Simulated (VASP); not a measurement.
Here is a VASP 6.6.1 calculation.

File INCAR:

```
SYSTEM = Ca
PREC = Accurate
ENCUT = 520
EDIFF = 1E-7
ISMEAR = 0
SIGMA = 0.1
LREAL = .False.
LASPH = .True.
NELM = 80
ALGO = Normal
ISIF = 2
LWAVE = .False.
LCHARG = .False.
GGA = PS
NBANDS = 44
```

File KPOINTS:

```
Automatic mesh
0
Gamma
  2 2 2
  0 0 0
```

POSCAR

```
Ca
1.0
   -4.4800000000      4.4800000000      4.4800000000
    4.4800000000     -4.4800000000      4.4800000000
    4.4800000000      4.4800000000     -4.4800000000
Ca
7
Direct
    0.0000000000      0.0000000000      0.3755520089
    0.0000000000      0.4982486607      0.0028087054
    0.0000000000      0.5143532366      0.5012079241
    0.4982486607      0.0000000000      0.0028087054
    0.5143532366      0.0000000000      0.5012079241
    0.4856467634      0.4856467634     -0.0131453125
    0.5017513393      0.5017513393      0.5045600446
```

Potentials or basis: VASP PAW PBE potentials, release 64 (Ca_sv).

The run is started by

```sh
$ cat potpaw_PBE.64/Ca_sv/POTCAR > POTCAR
$ mpirun -np 1 vasp_std > vasp.out
```

Q: What does it give for the band gap on the k mesh?

A: Zero (band 35 reaches 1.58 eV, above the bottom of band 36 at 1.08 eV).

Q: What does it give for the largest force?

A: 0.153 eV/Å.

Q: Predict the pressure.

A: -1.6 GPa.

Forces on the atoms (eV/Å):
```
Ca   0.089  0.089 -0.089
Ca  -0.001  0.012 -0.012
Ca   0.069 -0.091  0.091
Ca   0.012 -0.001 -0.012
Ca  -0.091  0.069  0.091
Ca  -0.091 -0.091 -0.069
Ca   0.012  0.012  0.001
```

Caveat: the k points lie up to 0.50 Å⁻¹ apart; the PAW data sets were made with another functional, which shifts forces and pressure a little.
